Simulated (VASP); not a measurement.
# MgSe (Fm-3m) in VASP: notebook

MgSe is run at these levels: PBE; tasks: electric field gradients, dielectric tensor.

Everything below comes from runs of VASP 6.6.1. Logs are shortened: lines on timing, memory, paths and dates and some standing lists are left out, and cuts for length are marked.

## (1) The cell of the first run

Symmetry: Fm-3m, No. 225, cubic system. Conventional cell: a = 5.451 Å, b = 5.451 Å, c = 5.451 Å, α = 90.00°, β = 90.00°, γ = 90.00°. Mg (site symmetry m-3m) has 6 Se at 2.73 Å within 3.6 Å. Se (site symmetry m-3m) has 6 Mg at 2.73 Å within 3.6 Å.

## (2) Electric field gradients, PBE

INCAR

```
SYSTEM = MgSe
ALGO = Normal ; EDIFF = 1E-8
ENCUT = 520 ; GGA = PE
GGA_COMPAT = .FALSE. ; ISIF = 2
ISMEAR = 0 ; LASPH = .TRUE.
LCHARG = .FALSE. ; LEFG = .TRUE.
LREAL = .FALSE. ; LWAVE = .FALSE.
NBANDS = 11 ; NELM = 120
PREC = Accurate ; SIGMA = 0.05
```

KPOINTS

```
k-points
0
G
  9 9 9
  0 0 0
```

POSCAR

```
MgSe
1.0
    0.0000000000      2.7255000000      2.7255000000
    2.7255000000      0.0000000000      2.7255000000
    2.7255000000      2.7255000000      0.0000000000
Mg Se
1 1
Direct
    0.0000000000      0.0000000000      0.0000000000
    0.5000000000      0.5000000000      0.5000000000
```

Potentials or basis: VASP PAW PBE potentials, release 64 (Mg, Se).

Started as:

```console
$ cat potpaw_PBE.64/Mg/POTCAR potpaw_PBE.64/Se/POTCAR > POTCAR
$ mpirun -np 1 vasp_std > vasp.out
```

OUTCAR:

```text
SYSTEM = MgSe
   EDIFF = 1E-8
   ENCUT = 520
   GGA = PE
   ISIF = 2
   ISMEAR = 0
   LASPH = .TRUE.
   LREAL = .FALSE.
   NELM = 120
   PREC = Accurate

 ion  position               nearest neighbor table
   1  0.000  0.000  0.000-   2 2.73   2 2.73   2 2.73   2 2.73   2 2.73   2 2.73
   2  0.500  0.500  0.500-   1 2.73   1 2.73   1 2.73   1 2.73   1 2.73   1 2.73

  LATTYP: Found a face centered cubic cell.
 ALAT       =     5.4510000000

  Lattice vectors:

 A1 = (   0.0000000000,   2.7255000000,   2.7255000000)
 A2 = (   2.7255000000,   0.0000000000,   2.7255000000)
 A3 = (   2.7255000000,   2.7255000000,   0.0000000000)

Analysis of symmetry for initial positions (statically):
[... 33 lines left out ...]
                                     Primitive cell

  volume of cell :      40.4919

  direct lattice vectors                    reciprocal lattice vectors
     0.000000000  2.725500000  2.725500000    -0.183452578  0.183452578  0.183452578
     2.725500000  0.000000000  2.725500000     0.183452578 -0.183452578  0.183452578
     2.725500000  2.725500000  0.000000000     0.183452578  0.183452578 -0.183452578

  length of vectors
     3.854439064  3.854439064  3.854439064     0.317749185  0.317749185  0.317749185

  position of ions in fractional coordinates (direct lattice)
     0.000000000  0.000000000  0.000000000
     0.500000000  0.500000000  0.500000000

  ion indices of the primitive-cell ions
   primitive index   ion index
                 1           1
                 2           2

----------------------------------------------------------------------------------------

 KPOINTS: k-points

Automatic generation of k-mesh.
 Grid dimensions read from file:
 generate k-points for:    9    9    9

 Generating k-lattice:

  Cartesian coordinates                     Fractional coordinates (reciprocal lattice)
    -0.020383620  0.020383620  0.020383620     0.111111111  0.000000000  0.000000000
     0.020383620 -0.020383620  0.020383620     0.000000000  0.111111111  0.000000000
     0.020383620  0.020383620 -0.020383620     0.000000000  0.000000000  0.111111111

  Length of vectors
     0.035305465  0.035305465  0.035305465

  Shift w.r.t. Gamma in fractional coordinates (k-lattice)
     0.000000000  0.000000000  0.000000000

 Subroutine IBZKPT returns following result:
 ===========================================

 Found     35 irreducible k-points:

 Following reciprocal coordinates:
            Coordinates               Weight
  0.000000  0.000000  0.000000      1.000000
  0.111111  0.000000  0.000000      8.000000
  0.222222  0.000000  0.000000      8.000000
  0.333333  0.000000  0.000000      8.000000
  0.444444  0.000000  0.000000      8.000000
  0.111111  0.111111  0.000000      6.000000
[... 16 lines left out ...]
 -0.333333  0.333333  0.000000     12.000000
  0.444444  0.444444  0.000000      6.000000
 [... further k-points ...]
   k-points           NKPTS =     35   k-points in BZ     NKDIM =     35   number of bands    NBANDS=     11
   number of dos      NEDOS =    301   number of ions     NIONS =      2
   total plane-waves  NPLWV =  27000
   dimension x,y,z NGX =    30 NGY =   30 NGZ =   30
   dimension x,y,z NGXF=    60 NGYF=   60 NGZF=   60
   ions per type =               1   1
   NGX,Y,Z   is equivalent  to a cutoff of  12.94, 12.94, 12.94 a.u.
   NGXF,Y,Z  is equivalent  to a cutoff of  25.88, 25.88, 25.88 a.u.
 SYSTEM =  MgSe
   PREC   = accura    normal or accurate (medium, high low for compatibility)
   ISTART =      0    job   : 0-new  1-cont  2-samecut
   ICHARG =      2    charge: 1-file 2-atom 10-const
   ISPIN  =      1    spin polarized calculation?
   LNONCOLLINEAR =      F non collinear calculations
   LSORBIT =      F    spin-orbit coupling
   LASPH  =      T    aspherical Exc in radial PAW
   ENCUT  =  520.0 eV  38.22 Ry    6.18 a.u.   7.17  7.17  7.17*2*pi/ulx,y,z
   NELM   =    120;   NELMIN=  2; NELMDL= -5     # of ELM steps
   EDIFF  = 0.1E-07   stopping-criterion for ELM
   LREAL  =      F    real-space projection
   EDIFFG = 0.1E-06   stopping-criterion for IOM
   NSW    =      0    number of steps for IOM
   IBRION =     -1    ionic relax: 0-MD 1-quasi-New 2-CG
   NFREE  =      0    steps in history (QN), initial steepest desc. (CG)
   ISIF   =      2    stress and relaxation
   ISYM   =      2    0-nonsym 1-usesym 2-fastsym
   POTIM  = 0.5000    time-step for ionic-motion
   TEBEG  =    0.0;   TEEND  =   0.0 temperature during run
   PSTRESS=    0.0 pullay stress
   NELECT =       8.0000    total number of electrons
   NUPDOWN=      -1.0000    fix difference up-down
   EMIN   =  10.00;   EMAX   =-10.00  energy-range for DOS
   EFERMI =   0.00;   METHOD = LEGACY
   ISMEAR =     0;   SIGMA  =   0.05  broadening in eV -4-tet -1-fermi 0-gaus
   EFERMI_NEDOS =   21; number of points for ismear=-14 and -15
   IALGO  =     38    algorithm
   IMIX   =      4    mixing-type and parameters
     AMIX     =   0.40;   BMIX     =  1.00
     AMIX_MAG =   1.60;   BMIX_MAG =  1.00
  volume/ion in A,a.u.               =      20.25       136.63
  Fermi-wavevector in a.u.,A,eV,Ry     =   0.953488  1.801831 12.369596  0.909140
  Thomas-Fermi vector in A             =   2.082148
   LORBIT       =      0    0 simple, 1 ext, 2 COOP (PROOUT), +10 PAW based schemes
   GGA     = PE    functional components
   LHFCALC =     F    Hartree Fock is set to
   AEXX    =    0.0000 exact exchange contribution
   IVDW    =     0    specifies the selected vdW correction
   LEPSILON=     F    determine dielectric tensor
   LRPA    =     F    only Hartree local field effects (RPA)
 non-spin polarized calculation
 Gauss-broadening in eV      SIGMA  =   0.05
  energy-cutoff  :      520.00
  volume of cell :       40.49
 maximum number of plane-waves:      1113
 NGX is ok and might be reduce to    30
   NGX = 15   NGY = 15   NGZ = 15

 number of electron       8.0000001 magnetization

 Free energy of the ion-electron system (eV)
  ---------------------------------------------------
  ext. energy  EPLUGINS =         0.00000000
  ---------------------------------------------------
  free energy    TOTEN  =        -7.48379599 eV

  energy without entropy =       -7.48379599  energy(sigma->0) =       -7.48379599

 E-fermi :   3.4871     XC(G=0):  -9.4897

 val. band max:        3.2281439217   @ k =   0.0000   0.0000   0.0000
 cond. band min:       5.1587459664   @ k =   0.4444   0.4444   0.0000
 fundamental gap:      1.9306020447
 Fermi energy:         3.4871324355

 k-point     1 :       0.0000    0.0000    0.0000
  band No.  band energies     occupation
      1      -9.7161      2.00000
      2       3.2281      2.00000
      3       3.2281      2.00000
      4       3.2281      2.00000
      5       5.8255      0.00000
      6      10.6399      0.00000
      7      10.6399      0.00000
      8      10.6399      0.00000
      9      13.1987      0.00000
     10      13.1987      0.00000
     11      14.2067      0.00000

 k-point     2 :       0.1111    0.0000    0.0000
  band No.  band energies     occupation
      1      -9.6106      2.00000
      2       2.2074      2.00000
      3       3.1469      2.00000
      4       3.1469      2.00000
      5       6.6560      0.00000
      6      10.3517      0.00000
      7      10.8419      0.00000
      8      10.8419      0.00000
      9      12.2855      0.00000
     10      12.2855      0.00000
     11      14.0876      0.00000

 k-point     3 :       0.2222    0.0000    0.0000
  band No.  band energies     occupation
      1      -9.3198      2.00000
      2       0.5945      2.00000
      3       2.9593      2.00000
      4       2.9593      2.00000
      5       7.3353      0.00000
      6      10.4951      0.00000
      7      10.4951      0.00000
      8      10.7166      0.00000
      9      12.4998      0.00000
     10      12.4998      0.00000
     11      13.3847      0.00000
[... 267 lines left out ...]
 k-point    23 :      -0.3333    0.3333    0.0000
  band No.  band energies     occupation
      1      -8.3336      2.00000
      2      -0.5540      2.00000
      3      -0.1805      2.00000
      4       2.0370      2.00000
      5       6.7974      0.00000
      6      10.5367      0.00000
      7      11.3383      0.00000
      8      12.2202      0.00000
      9      13.4274      0.00000
     10      14.9354      0.00000
     11      17.9307      0.00000

 k-point    24 :       0.4444    0.4444    0.0000
  band No.  band energies     occupation
      1      -8.3267      2.00000
      2      -0.9537      2.00000
      3       1.4809      2.00000
      4       1.4809      2.00000
      5       5.1587      0.00000
      6       7.2460      0.00000
      7      14.5255      0.00000
      8      15.1714      0.00000
      9      15.1714      0.00000
     10      15.7111      0.00000
     11      19.4583      0.00000

 [... further k-points ...]
[... 5 lines left out ...]
  --------------------------------------------------------------------------------------
  -------------------------------------------------------------------------------------
  Total        0.4809152      0.4809152      0.4809152      0.0000000      0.0000000     -0.0000000
  in kB       19.0287621     19.0287621     19.0287621      0.0000000      0.0000000     -0.0000000
  external PRESSURE =      19.0287621 kB  Pullay stress =       0.0000000 kB

 VOLUME and BASIS-vectors are now :
 -----------------------------------------------------------------------------
  energy-cutoff  :      520.00
  volume of cell :       40.49
      direct lattice vectors                 reciprocal lattice vectors
     0.000000000  2.725500000  2.725500000    -0.183452578  0.183452578  0.183452578
     2.725500000  0.000000000  2.725500000     0.183452578 -0.183452578  0.183452578
     2.725500000  2.725500000  0.000000000     0.183452578  0.183452578 -0.183452578

 POSITION                                       TOTAL-FORCE (eV/Angst)
 -----------------------------------------------------------------------------------
      0.00000      0.00000      0.00000        -0.000000     -0.000000      0.000000
      2.72550      2.72550      2.72550         0.000000      0.000000     -0.000000
 -----------------------------------------------------------------------------------
    total drift:                               -0.000000     -0.000000      0.000000

  FREE ENERGIE OF THE ION-ELECTRON SYSTEM (eV)
  ---------------------------------------------------
  free  energy   TOTEN  =        -7.4837959934 eV

  energy  without entropy=       -7.4837959934  energy(sigma->0) =       -7.48379599

 Electric field gradients (V/A^2)
---------------------------------------------------------------------
 ion       V_xx      V_yy      V_zz      V_xy      V_xz      V_yz
---------------------------------------------------------------------
   1      -0.000    -0.000     0.000     0.000     0.000     0.000
   2      -0.000    -0.000    -0.000    -0.000    -0.000    -0.000
---------------------------------------------------------------------

 Electric field gradients after diagonalization (V/A^2)
 (convention: |V_zz| > |V_xx| > |V_yy|)
----------------------------------------------------------------------
 ion       V_xx      V_yy      V_zz     asymmetry (V_yy - V_xx)/ V_zz
----------------------------------------------------------------------
   1      -0.000    -0.000     0.000       0.000
   2       0.000     0.000    -0.001       0.000
----------------------------------------------------------------------

           NMR quadrupolar parameters

 Cq : quadrupolar parameter    Cq=e*Q*V_zz/h
 eta: asymmetry parameters     (V_yy - V_xx)/ V_zz
 Q  : nuclear electric quadrupole moment in mb (millibarn)
----------------------------------------------------------------------
 ion       Cq(MHz)       eta       Q (mb)
----------------------------------------------------------------------
   1       0.000       0.000       1.000
   2      -0.000       0.000       1.000
----------------------------------------------------------------------
```

Wall time 16 s (1 thread of Intel Xeon 6975P-C, shared host); peak memory 0.17 GiB.

Results:

```yaml
Free_energy: -7.4838 eV
Pressure: 1.9 GPa
Band_gap_on_the_k_mesh: 1.93 eV, indirect (least direct gap 2.60 eV)
```

Caveat: without QUAD_EFG the Cq values of the log hold for a quadrupole moment of 1 mb, not for the nuclei. PBE gaps usually lie below the measured ones, often by a third to a half.

## (3) Dielectric tensor, PBE

INCAR

```
PREC = Accurate ; ENCUT = 520
EDIFF = 1E-8 ; ISMEAR = 0
SIGMA = 0.01 ; LREAL = False
LASPH = True ; NELM = 120
ALGO = Normal ; ISIF = 2
LWAVE = False ; LCHARG = False
GGA = PE ; LEPSILON = True
GGA_COMPAT = False
```

KPOINTS

```
regular mesh
0
Gamma
  9 9 9
```

POSCAR is that of step 2.

Potentials or basis: VASP PAW PBE potentials, release 64 (Mg, Se).

Started as:

```console
$ cat potpaw_PBE.64/Mg/POTCAR potpaw_PBE.64/Se/POTCAR > POTCAR
$ mpirun -np 1 vasp_std > vasp.out
```

OUTCAR:

```text
PREC = Accurate
   ENCUT = 520
   EDIFF = 1E-8
   ISMEAR = 0
   LREAL = False
   LASPH = True
   NELM = 120
   ISIF = 2
   GGA = PE
   LEPSILON = True

 ion  position               nearest neighbor table
   1  0.000  0.000  0.000-   2 2.73   2 2.73   2 2.73   2 2.73   2 2.73   2 2.73
   2  0.500  0.500  0.500-   1 2.73   1 2.73   1 2.73   1 2.73   1 2.73   1 2.73

  LATTYP: Found a face centered cubic cell.
 ALAT       =     5.4510000000

  Lattice vectors:

 A1 = (   0.0000000000,   2.7255000000,   2.7255000000)
 A2 = (   2.7255000000,   0.0000000000,   2.7255000000)
 A3 = (   2.7255000000,   2.7255000000,   0.0000000000)

Analysis of symmetry for initial positions (statically):
[... 510 lines left out ...]
     0.00007  0.00000  0.00000
     0.00000  0.00007  0.00000
     0.00000 -0.00000 -0.00084

 MACROSCOPIC STATIC DIELECTRIC TENSOR (including local field effects in DFT)
 ------------------------------------------------------
           6.596911    -0.000000     0.000000
          -0.000000     6.596911     0.000000
           0.000000    -0.000000     6.596911
 ------------------------------------------------------

 PIEZOELECTRIC TENSOR (including local field effects)  for field in x, y, z        (e  Angst)
          XX          YY          ZZ          XY          YZ          ZX
  --------------------------------------------------------------------------------
  x     0.00000     0.00000     0.00000     0.00000     0.00000     0.00000
  y     0.00000     0.00000     0.00000     0.00000     0.00000     0.00000
  z     0.00000     0.00000     0.00000     0.00000     0.00000     0.00000

 PIEZOELECTRIC TENSOR (including local field effects)  for field in x, y, z        (C/m^2)
          XX          YY          ZZ          XY          YZ          ZX
  --------------------------------------------------------------------------------
  x     0.00000     0.00000     0.00000     0.00000     0.00000     0.00000
  y     0.00000     0.00000     0.00000     0.00000     0.00000     0.00000
  z     0.00000     0.00000     0.00000     0.00000     0.00000     0.00000

 BORN EFFECTIVE CHARGES (including local field effects) (in |e|, cummulative output)
 ---------------------------------------------------------------------------------
 ion    1
    1     2.43744     0.00000     0.00000
    2    -0.00000     2.43744     0.00000
    3     0.00000     0.00000     2.43744
 ion    2
    1    -2.43744    -0.00000     0.00000
    2     0.00000    -2.43744     0.00000
    3     0.00000     0.00000    -2.43744
```

OSZICAR:

```text
N       E                     dE             d eps       ncg     rms          rms(c)
DAV:   1     0.225288849041E+02    0.22529E+02   -0.34581E+03   568   0.786E+02
[... 12 lines left out ...]
RMM:   5    -0.697177110600E+00   -0.19254E-01   -0.10128E-03  1935   0.266E-01    0.327E-02
RMM:   6    -0.697049354085E+00    0.12776E-03   -0.13185E-05  2040   0.243E-02    0.232E-02
RMM:   7    -0.697702635086E+00   -0.65328E-03   -0.94334E-06  1978   0.256E-02    0.271E-03
RMM:   8    -0.697745521953E+00   -0.42887E-04   -0.31429E-07  2097   0.291E-03    0.726E-04
RMM:   9    -0.697767240191E+00   -0.21718E-04    0.50745E-09  2043   0.143E-03    0.309E-04
RMM:  10    -0.697763397402E+00    0.38428E-05    0.13642E-07  1892   0.306E-04    0.918E-05
RMM:  11    -0.697762209089E+00    0.11883E-05    0.59385E-08  1459   0.811E-05    0.157E-05
RMM:  12    -0.697762371751E+00   -0.16266E-06    0.19652E-08   732   0.472E-05    0.818E-06
```

stdout:

```text
POSCAR found type information on POSCAR MgSe
 POSCAR found :  2 types and       2 ions
 scaLAPACK will be used
 LDA part: xc-table for (Slater+PW92), standard interpolation
 POSCAR, INCAR and KPOINTS ok, starting setup
 FFT: planning ... GRIDC
 FFT: planning ... GRID_SOFT
 FFT: planning ... GRID
 WAVECAR not read
 entering main loop
 Linear response reoptimize wavefunctions to high precision
 Linear response G [H, r] |phi>, progress :
  Direction:   1
 Linear response G [H, r] |phi>, progress :
  Direction:   2
 Linear response G [H, r] |phi>, progress :
  Direction:   3
 Linear response to external field (no local field effect), progress :
  Direction:   1
 dielectric tensor                  component  1 :     8.392     3.590     0.665
 Linear response to external field (no local field effect), progress :
  Direction:   2
 dielectric tensor                  component  2 :     3.590     8.504    -0.667
 Linear response to external field (no local field effect), progress :
  Direction:   3
 dielectric tensor                  component  3 :     0.665    -0.667     4.551
 Linear response to external field, progress :
  Direction:   1
 dielectric tensor                  component  1 :     6.597     2.286     0.579
 Linear response to external field, progress :
  Direction:   2
 dielectric tensor                  component  2 :     2.094     6.597    -0.145
 Linear response to external field, progress :
  Direction:   3
 dielectric tensor                  component  3 :     0.406     1.544     6.597
 Born effective charges drift removed
```

Run time: 2.3 min. Hardware: 1 thread of Intel Xeon 6975P-C, shared host; peak memory 0.24 GiB.

What came out:

```
Band gap on the k mesh                  : 1.93 eV, indirect (least direct gap 2.60 eV)
Electronic dielectric tensor (diagonal) : 6.60
Born charges (mean of the diagonal)     : Mg +2.44; Se -2.44 e
```

Electronic dielectric tensor:
```
6.60 0.00 0.00
0.00 6.60 0.00
0.00 0.00 6.60
```

Born effective charge tensors (e):
atom 1, Mg
```
2.44 0.00 0.00
0.00 2.44 0.00
0.00 0.00 2.44
```
atom 2, Se
```
-2.44  0.00  0.00
 0.00 -2.44  0.00
 0.00  0.00 -2.44
```

A k mesh can miss the band edges. Expect the measured gap to be larger: semilocal functionals such as PBE lack the derivative discontinuity.

(Part 1 of 2 ends here.)
